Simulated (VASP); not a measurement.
Ge:

```
Ge
1.0
     0.00000    2.88069    2.88069
     2.88069    0.00000    2.88069
     2.88069    2.88069    0.00000
Ge
2
Cartesian
  0.0000 0.0000 0.0000
  1.4403 1.4403 1.4403
```

```yaml
Program: VASP 6.6.1
Task: relaxation of cell and atoms
Functional: r2SCAN
Potentials_or_basis: VASP PAW PBE potentials, release 64 (Ge_d)
Cutoff: 600 eV
k_mesh: 8 × 8 × 8
Occupations: fermi-dirac, width 0.02 eV
Spin: no spin polarisation
```

At the start: pressure -2.8 GPa; volume 23.91 Å³/atom.

How do energy, volume and symmetry change on relaxing?

Over 7 steps the energy falls by 9.8 meV/atom and the volume is 22.87 Å³/atom (-4.3 %); space group Fd-3m (No. 227, to 0.05 Å).

The path:
| step | energy change (eV) | largest force (eV/Å) | pressure (GPa) | volume (Å³) |
| --- | --- | --- | --- | --- |
| 1 | 0.0000 | 0.0000 | -2.75 | 47.81 |
| 2 | -0.0173 | 0.0000 | 1.05 | 45.03 |
| 3 | -0.0196 | 0.0000 | 0.11 | 45.68 |
| 4 | -0.0195 | 0.0000 | -0.06 | 45.75 |
| 5 | -0.0195 | 0.0000 | -0.10 | 45.75 |
| 6 | -0.0195 | 0.0000 | -0.14 | 45.74 |
| 7 | -0.0195 | 0.0000 | -0.02 | 45.74 |

Final structure:
```
CELL_PARAMETERS angstrom
0.00000 2.83860 2.83860
2.83860 0.00000 2.83860
2.83860 2.83860 0.00000
ATOMIC_POSITIONS crystal
Ge 0.00000 0.00000 0.00000
Ge 0.25000 0.25000 0.25000
```

Caveat: the PAW data sets were made with another functional, which shifts forces and pressure a little.
